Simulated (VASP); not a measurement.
A run of VASP 6.6.1:

File INCAR:

```
SYSTEM = AlRu
  PREC = Accurate
  ENCUT = 520
  EDIFF = 1E-6
  ISMEAR = 0
  SIGMA = 0.15
  LREAL = .FALSE.
  LASPH = .TRUE.
  NELM = 100
  ALGO = Fast
  ISIF = 2
  LWAVE = .FALSE.
  LCHARG = .TRUE.
  GGA = PE
  LELF = .TRUE.
  LVHAR = .TRUE.
  NBANDS = 16
```

The input KPOINTS:

```
Automatic mesh
0
G
  18 18 18
  0 0 0
```

File POSCAR:

```
AlRu
1.0
    3.0325859150      0.0000000000      0.0000000000
    0.0000000000      3.0325859150      0.0000000000
    0.0000000000      0.0000000000      2.9112824784
Al Ru
1 1
Direct
    0.0000000000      0.0000000000      0.0000000000
    0.5000000000      0.5000000000      0.5000000000
```

Potentials or basis: VASP PAW PBE potentials, release 64 (Al, Ru_pv).

Run with:

```console
$ cat potpaw_PBE.64/Al/POTCAR potpaw_PBE.64/Ru_pv/POTCAR > POTCAR
$ mpirun -np 1 vasp_std > vasp.out
```

Hardware: 1 thread of Intel Xeon 8259CL, with other jobs on the host.

**Question.** Estimate the wall time of this run.

**Answer.** It took 3.8 min on 1 thread of Intel Xeon 8259CL, on a shared host, peak memory 0.33 GiB. Counts: scf iterations 12, k points 550.
